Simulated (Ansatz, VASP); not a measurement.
## Ti in VASP and in Ansatz

Contents of INCAR:

```
SYSTEM = Ti
AGGAC = 1.0
AGGAX = 1.0
ALDAC = 0.0
ALDAX = 1.0
ALGO = Normal
EDIFF = 1E-6
ENCUT = 520
GGA = B5
ISIF = 2
ISMEAR = 1
LASPH = .TRUE.
LCHARG = .FALSE.
LREAL = .FALSE.
LWAVE = .FALSE.
NBANDS = 25
NELM = 100
PREC = Accurate
SIGMA = 0.05
```

File KPOINTS:

```
k-points
0
G
  8 8 12
  0 0 0
```

File POSCAR:

```
Ti
1.0
    4.6000000000      0.0000000000      0.0000000000
   -2.3000000000      3.9837170000      0.0000000000
    0.0000000000      0.0000000000      2.8200000000
Ti
3
Direct
    0.0000000000      0.0000000000      0.0000000000
    0.3333333333      0.6666666667      0.5000000000
    0.6666666667      0.3333333333      0.5000000000
```

Input for Ansatz:

```yaml
crystal:
  lattice:
    - [4.6, 0.0, 0.0]
    - [-2.3, 3.983717, 0.0]
    - [0.0, 0.0, 2.82]
  atoms:
    - { symbol: Ti, position: [0.0, 0.0, 0.0] }
    - { symbol: Ti, position: [0.3333333333333333, 0.6666666666666666, 0.5] }
    - { symbol: Ti, position: [0.6666666666666666, 0.3333333333333333, 0.5] }
basis:
  ecutwfc: 420.0
kpoints:
  mp_grid:
    grid: [8, 8, 12]
hamiltonian:
  xc: blyp
scf:
  occupations:
    method: methfessel_paxton
    width: 0.05
output:
  stress: true
```

Alike in both runs: task single point; functional BLYP; k mesh 8 × 8 × 12; occupations methfessel-paxton of order 1, width 0.05 eV; no spin polarisation.

|  | VASP | Ansatz |
| --- | --- | --- |
| version | VASP 6.6.1 | Ansatz 0.2.0 |
| potentials or method | VASP PAW PBE potentials, release 64 (Ti_sv), cutoff 520 eV | plane waves, PAW |
| valence electrons in the cell | 36 | 36 |

Ansatz gave:

| Quantity | Value |
| --- | --- |
| pressure (GPa) | 2.1 |
| traceless stress, the component that is largest in VASP (GPa) | 1.05 |

Task: Which values does VASP return?

Result: Pressure (GPa): 2.0; traceless stress, the component that is largest in VASP (GPa): 1.06.

VASP's potentials were made for PBE, not for BLYP.
